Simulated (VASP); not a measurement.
# Ga3Sb (I4/mmm) in VASP: settings compared, part 3 of 3

VASP 6.6.1.

**5. Single point, PBEsol (volume scaled by 0.96)**

Contents of INCAR:

```
SYSTEM = Ga3Sb
ALGO = Fast ; EDIFF = 1E-6
ENCUT = 520 ; GGA = PS
ISIF = 2 ; ISMEAR = -1
LASPH = .TRUE. ; LCHARG = .FALSE.
LREAL = .FALSE. ; LWAVE = .FALSE.
NBANDS = 30 ; NELM = 100
PREC = Accurate ; SIGMA = 0.05
```

Contents of KPOINTS:

```
k-points
0
G
  9 9 9
  0 0 0
```

Contents of POSCAR:

```
Ga3Sb
1.0
   -2.1296224639      2.1296224639      4.6961452482
    2.1296224639     -2.1296224639      4.6961452482
    2.1296224639      2.1296224639     -4.6961452482
Sb Ga
1 3
Direct
    0.0000000000      0.0000000000      0.0000000000
    0.5000000000      0.5000000000      0.0000000000
    0.2500000000      0.7500000000      0.5000000000
    0.7500000000      0.2500000000      0.5000000000
```

Potentials or basis: VASP PAW PBE potentials, release 64 (Sb, Ga_d).

Run with:

```bash
> cat potpaw_PBE.64/Sb/POTCAR potpaw_PBE.64/Ga_d/POTCAR > POTCAR
> mpirun -np 1 vasp_std > vasp.out
```

OUTCAR:

```text
SYSTEM = Ga3Sb
   EDIFF = 1E-6
   ENCUT = 520
   GGA = PS
   ISIF = 2
   ISMEAR = -1
   LASPH = .TRUE.
   LREAL = .FALSE.
   NELM = 100
   PREC = Accurate

 ion  position               nearest neighbor table
   1  0.000  0.000  0.000-   2 3.01   2 3.01   2 3.01   2 3.01   4 3.17   4 3.17   3 3.17   3 3.17
                             4 3.17   3 3.17   4 3.17   3 3.17
   2  0.500  0.500  0.000-   1 3.01   1 3.01   1 3.01   1 3.01
   3  0.250  0.750  0.500-   1 3.17   1 3.17   1 3.17   1 3.17
   4  0.750  0.250  0.500-   1 3.17   1 3.17   1 3.17   1 3.17

  LATTYP: Found a body centered tetragonal cell.
 ALAT       =     4.2592449278
 C/A-ratio  =     2.2051538842

  Lattice vectors:

 A1 = (  -2.1296224639,   2.1296224639,   4.6961452482)
 A2 = (   2.1296224639,  -2.1296224639,   4.6961452482)
 A3 = (   2.1296224639,   2.1296224639,  -4.6961452482)

Analysis of symmetry for initial positions (statically):
=====================================================================
 Subroutine PRICEL returns:
 Original cell was already a primitive cell.

 Routine SETGRP: Setting up the symmetry group for a
 body centered tetragonal supercell.

 Subroutine GETGRP returns: Found 16 space group operations
 (whereof 16 operations were pure point group operations)
 out of a pool of 16 trial point group operations.

The static configuration has the point symmetry D_4h.

Analysis of symmetry for dynamics (positions and initial velocities):
=====================================================================
 Subroutine PRICEL returns:
 Original cell was already a primitive cell.

 Routine SETGRP: Setting up the symmetry group for a
 body centered tetragonal supercell.

 Subroutine GETGRP returns: Found 16 space group operations
 (whereof 16 operations were pure point group operations)
 out of a pool of 16 trial point group operations.

The dynamic configuration has the point symmetry D_4h.

 Subroutine INISYM returns: Found 16 space group operations
 (whereof 16 operations are pure point group operations),
 and found     1 'primitive' translations

----------------------------------------------------------------------------------------

                                     Primitive cell

  volume of cell :      85.1936

  direct lattice vectors                    reciprocal lattice vectors
    -2.129622464  2.129622464  4.696145248     0.000000000  0.234783399  0.106470301
     2.129622464 -2.129622464  4.696145248     0.234783399  0.000000000  0.106470301
     2.129622464  2.129622464 -4.696145248     0.234783399  0.234783399  0.000000000

  length of vectors
     5.578921389  5.578921389  5.578921389     0.257796760  0.257796760  0.332033867

  position of ions in fractional coordinates (direct lattice)
     0.000000000  0.000000000  0.000000000
     0.500000000  0.500000000  0.000000000
     0.250000000  0.750000000  0.500000000
     0.750000000  0.250000000  0.500000000

  ion indices of the primitive-cell ions
   primitive index   ion index
                 1           1
                 2           2
                 3           3
                 4           4

----------------------------------------------------------------------------------------

 KPOINTS: k-points

Automatic generation of k-mesh.
 Grid dimensions read from file:
 generate k-points for:    9    9    9

 Generating k-lattice:

  Cartesian coordinates                     Fractional coordinates (reciprocal lattice)
     0.000000000  0.026087044  0.011830033     0.111111111  0.000000000 -0.000000000
     0.026087044  0.000000000  0.011830033     0.000000000  0.111111111 -0.000000000
     0.026087044  0.026087044  0.000000000     0.000000000  0.000000000  0.111111111

  Length of vectors
     0.028644084  0.028644084  0.036892652

  Shift w.r.t. Gamma in fractional coordinates (k-lattice)
     0.000000000  0.000000000  0.000000000

 Subroutine IBZKPT returns following result:
 ===========================================

 Found     75 irreducible k-points:

 Following reciprocal coordinates:
            Coordinates               Weight
  0.000000  0.000000  0.000000      1.000000
  0.111111 -0.000000  0.000000      8.000000
  0.222222  0.000000  0.000000      8.000000
  0.333333 -0.000000  0.000000      8.000000
  0.444444  0.000000  0.000000      8.000000
  0.111111  0.111111  0.000000      8.000000
[... 16 lines left out ...]
 -0.333333  0.333333  0.000000      4.000000
  0.444444  0.444444  0.000000      8.000000
 [... further k-points ...]
   k-points           NKPTS =     75   k-points in BZ     NKDIM =     75   number of bands    NBANDS=     30
   number of dos      NEDOS =    301   number of ions     NIONS =      4
   total plane-waves  NPLWV =  74088
   dimension x,y,z NGX =    42 NGY =   42 NGZ =   42
   dimension x,y,z NGXF=    84 NGYF=   84 NGZF=   84
   ions per type =               1   3
   NGX,Y,Z   is equivalent  to a cutoff of  12.52, 12.52, 12.52 a.u.
   NGXF,Y,Z  is equivalent  to a cutoff of  25.03, 25.03, 25.03 a.u.
 SYSTEM =  Ga3Sb
   PREC   = accura    normal or accurate (medium, high low for compatibility)
   ISTART =      0    job   : 0-new  1-cont  2-samecut
   ICHARG =      2    charge: 1-file 2-atom 10-const
   ISPIN  =      1    spin polarized calculation?
   LNONCOLLINEAR =      F non collinear calculations
   LSORBIT =      F    spin-orbit coupling
   LASPH  =      T    aspherical Exc in radial PAW
   ENCUT  =  520.0 eV  38.22 Ry    6.18 a.u.  10.37 10.37 10.37*2*pi/ulx,y,z
   NELM   =    100;   NELMIN=  2; NELMDL= -5     # of ELM steps
   EDIFF  = 0.1E-05   stopping-criterion for ELM
   LREAL  =      F    real-space projection
   EDIFFG = 0.1E-04   stopping-criterion for IOM
   NSW    =      0    number of steps for IOM
   IBRION =     -1    ionic relax: 0-MD 1-quasi-New 2-CG
   NFREE  =      0    steps in history (QN), initial steepest desc. (CG)
   ISIF   =      2    stress and relaxation
   ISYM   =      2    0-nonsym 1-usesym 2-fastsym
   POTIM  = 0.5000    time-step for ionic-motion
   TEBEG  =    0.0;   TEEND  =   0.0 temperature during run
   PSTRESS=    0.0 pullay stress
   NELECT =      44.0000    total number of electrons
   NUPDOWN=      -1.0000    fix difference up-down
   EMIN   =  10.00;   EMAX   =-10.00  energy-range for DOS
   EFERMI =   0.00;   METHOD = LEGACY
   ISMEAR =    -1;   SIGMA  =   0.05  broadening in eV -4-tet -1-fermi 0-gaus
   EFERMI_NEDOS =   21; number of points for ismear=-14 and -15
   IALGO  =     68    algorithm
   IMIX   =      4    mixing-type and parameters
     AMIX     =   0.40;   BMIX     =  1.00
     AMIX_MAG =   1.60;   BMIX_MAG =  1.00
  volume/ion in A,a.u.               =      21.30       143.73
  Fermi-wavevector in a.u.,A,eV,Ry     =   1.313480  2.482117 23.473176  1.725230
  Thomas-Fermi vector in A             =   2.443800
   LORBIT       =      0    0 simple, 1 ext, 2 COOP (PROOUT), +10 PAW based schemes
   GGA     = PS    functional components
   LHFCALC =     F    Hartree Fock is set to
   AEXX    =    0.0000 exact exchange contribution
   IVDW    =     0    specifies the selected vdW correction
   LEPSILON=     F    determine dielectric tensor
   LRPA    =     F    only Hartree local field effects (RPA)
 non-spin polarized calculation
 RMM-DIIS sequential band-by-band and
  energy-cutoff  :      520.00
  volume of cell :       85.19
 maximum number of plane-waves:      2310
 NGX is ok and might be reduce to    42
   NGX = 21   NGY = 21   NGZ = 21

 number of electron      44.0000017 magnetization

 Free energy of the ion-electron system (eV)
  ---------------------------------------------------
  ext. energy  EPLUGINS =         0.00000000
  ---------------------------------------------------
  free energy    TOTEN  =       -14.29565246 eV

  energy without entropy =      -14.27945492  energy(sigma->0) =      -14.28755369

 E-fermi :   6.1291     XC(G=0): -10.7828

 val. band max:        6.1090216780   @ k =  -0.1111  -0.2222   0.1111
 cond. band min:       6.1432654764   @ k =  -0.4444   0.1111   0.0000
 fundamental gap:      0.0342437984
 Fermi energy:         6.1290546791

 k-point     1 :       0.0000    0.0000    0.0000
  band No.  band energies     occupation
      1      -8.7148      2.00000
      2      -8.6733      2.00000
      3      -8.6463      2.00000
      4      -8.6188      2.00000
      5      -8.6188      2.00000
      6      -8.6040      2.00000
[... 781 lines left out ...]
     29      14.2046      0.00000
     30      14.5730      0.00000

 [... further k-points ...]
[... 5 lines left out ...]
  --------------------------------------------------------------------------------------
  -------------------------------------------------------------------------------------
  Total       -1.1772126     -1.1772126     -0.5238520      0.0000000      0.0000000      0.0000000
  in kB      -22.1390368    -22.1390368     -9.8517293      0.0000000      0.0000000      0.0000000
  external PRESSURE =     -18.0432676 kB  Pullay stress =       0.0000000 kB

 VOLUME and BASIS-vectors are now :
 -----------------------------------------------------------------------------
  energy-cutoff  :      520.00
  volume of cell :       85.19
      direct lattice vectors                 reciprocal lattice vectors
    -2.129622464  2.129622464  4.696145248     0.000000000  0.234783399  0.106470301
     2.129622464 -2.129622464  4.696145248     0.234783399  0.000000000  0.106470301
     2.129622464  2.129622464 -4.696145248     0.234783399  0.234783399  0.000000000

 POSITION                                       TOTAL-FORCE (eV/Angst)
 -----------------------------------------------------------------------------------
      0.00000      0.00000      0.00000         0.000000     -0.000000      0.000000
      0.00000      0.00000      4.69615         0.000000     -0.000000      0.000000
      2.12962      0.00000      2.34807        -0.000000      0.000000     -0.000000
      0.00000      2.12962      2.34807         0.000000     -0.000000     -0.000000
 -----------------------------------------------------------------------------------
    total drift:                               -0.000000      0.000000      0.000000

  FREE ENERGIE OF THE ION-ELECTRON SYSTEM (eV)
  ---------------------------------------------------
  free  energy   TOTEN  =       -14.2956524638 eV

  energy  without entropy=      -14.2794549181  energy(sigma->0) =      -14.28755369
```

OSZICAR:

```text
N       E                     dE             d eps       ncg     rms          rms(c)
DAV:   1     0.295375837927E+03    0.29538E+03   -0.20754E+04  4578   0.237E+03
DAV:   2     0.216005526043E+02   -0.27378E+03   -0.26609E+03  4644   0.499E+02
DAV:   3    -0.132191784266E+02   -0.34820E+02   -0.34057E+02  5190   0.135E+02
DAV:   4    -0.143634036393E+02   -0.11442E+01   -0.11356E+01  5328   0.262E+01
DAV:   5    -0.143936139828E+02   -0.30210E-01   -0.30198E-01  5898   0.425E+00    0.258E+00
RMM:   6    -0.143149138312E+02    0.78700E-01   -0.15696E-01  5844   0.392E+00    0.142E+00
RMM:   7    -0.142970475422E+02    0.17866E-01   -0.60855E-02  6051   0.181E+00    0.234E-01
RMM:   8    -0.142956430774E+02    0.14045E-02   -0.54111E-03  6346   0.691E-01    0.643E-02
RMM:   9    -0.142956470329E+02   -0.39555E-05   -0.94910E-04  7127   0.274E-01    0.567E-02
RMM:  10    -0.142956532429E+02   -0.62100E-05   -0.19869E-04  7529   0.108E-01    0.135E-02
RMM:  11    -0.142956513878E+02    0.18551E-05   -0.43722E-05  6452   0.642E-02    0.203E-03
RMM:  12    -0.142956524617E+02   -0.10739E-05   -0.13329E-05  5612   0.260E-02    0.182E-03
RMM:  13    -0.142956524638E+02   -0.21018E-08   -0.17539E-06  3627   0.120E-02
   1 F= -.14295652E+02 E0= -.14287554E+02  d E =-.161975E-01
```

Run time: 5.5 min. Hardware: 1 thread of AMD EPYC 7R43 (Zen 3), shared host; peak memory 0.32 GiB.

Results:

* Free energy: -14.2957 eV
* Pressure: -1.8 GPa
* Band gap on the k mesh: zero (band 22 reaches 8.11 eV, above the bottom of band 23 at 4.36 eV)

Caveat: the PAW data sets were made with another functional, which shifts forces and pressure a little; spin-orbit coupling is left out, which moves the levels of the heavy elements.

**6. Single point, PBEsol (volume scaled by 0.98)**

Contents of INCAR:

```
PREC = Accurate
ENCUT = 520
EDIFF = 1E-7
ISMEAR = -1
SIGMA = 0.05
LREAL = F
LASPH = T
NELM = 80
ALGO = Fast
ISIF = 2
LWAVE = F
LCHARG = F
GGA = PS
NBANDS = 30
```

Contents of KPOINTS:

```
regular mesh
0
Gamma
  9 9 9
```

Contents of POSCAR:

```
Ga3Sb
1.0
   -2.1443099795      2.1443099795      4.7285334803
    2.1443099795     -2.1443099795      4.7285334803
    2.1443099795      2.1443099795     -4.7285334803
Sb Ga
1 3
Direct
    0.0000000000      0.0000000000      0.0000000000
    0.5000000000      0.5000000000      0.0000000000
    0.2500000000      0.7500000000      0.5000000000
    0.7500000000      0.2500000000      0.5000000000
```

Potentials or basis: VASP PAW PBE potentials, release 64 (Sb, Ga_d).

Run with:

```bash
> cat potpaw_PBE.64/Sb/POTCAR potpaw_PBE.64/Ga_d/POTCAR > POTCAR
> mpirun -np 1 vasp_std > vasp.out
```

It took 6.2 min on 1 thread of AMD EPYC 7R43 (Zen 3), shared host; peak memory 0.32 GiB.

Results (log left out):

```
Free energy            : -14.2707 eV
Pressure               : -2.7 GPa
Band gap on the k mesh : zero (band 22 reaches 7.84 eV, above the bottom of band 23 at 4.19 eV)
```

Stress tensor (GPa, compression positive):
```
-3.05  0.00  0.00
 0.00 -3.05  0.00
 0.00  0.00 -2.00
```

Levels at points of the mesh, in eV from the Fermi level:
| k point | band 20 | band 21 | band 22 | band 23 | band 24 | band 25 |
| --- | --- | --- | --- | --- | --- | --- |
| (0.00, 0.00, 0.00) | -1.80 | -1.76 | -1.76 | -0.24 | -0.24 | 1.01 |

Caveat: the PAW data sets were made with another functional, which shifts forces and pressure a little; spin-orbit coupling is left out, which moves the levels of the heavy elements.

**7. Summary**

| level | potentials or basis | cell | further INCAR settings | gap on the mesh (eV) | pressure (GPa) |
| --- | --- | --- | --- | --- | --- |
| PBEsol | VASP PAW PBE potentials, release 64 (Sb, Ga_d) | a = 5.655 Å, angles 135.1, 135.1, 65.3°, 4 atoms | ALGO = Fast; EDIFF = 1e-07; NBANDS = 30 | none | -3.6 |
| LDA | VASP PAW LDA potentials, release 64 (Sb, Ga_d) | a = 5.655 Å, angles 135.1, 135.1, 65.3°, 4 atoms | ALGO = Fast; EDIFF = 1e-06; NBANDS = 30 | none | -4.9 |
| PBEsol | VASP PAW PBE potentials, release 64 (Sb, Ga_d) | a = 5.540 Å, angles 135.1, 135.1, 65.3°, 4 atoms | ALGO = Fast; EDIFF = 1e-06; NBANDS = 30 | none | -0.7 |
| PBEsol | VASP PAW PBE potentials, release 64 (Sb, Ga_d) | a = 5.579 Å, angles 135.1, 135.1, 65.3°, 4 atoms | ALGO = Fast; EDIFF = 1e-06; NBANDS = 30 | none | -1.8 |
| PBEsol | VASP PAW PBE potentials, release 64 (Sb, Ga_d) | a = 5.617 Å, angles 135.1, 135.1, 65.3°, 4 atoms | ALGO = Fast; EDIFF = 1e-07; NBANDS = 30 | none | -2.7 |

Alike in all rows: task single point; no spin polarisation; k mesh 9 × 9 × 9; cutoff (eV) 520; smearing fermi-dirac 0.05 eV.

Caveats: spin-orbit coupling is left out, which moves the levels of the heavy elements; the PAW data sets were made with another functional, which shifts forces and pressure a little (some runs).

Absolute energies hang on the potentials; compare differences alone.
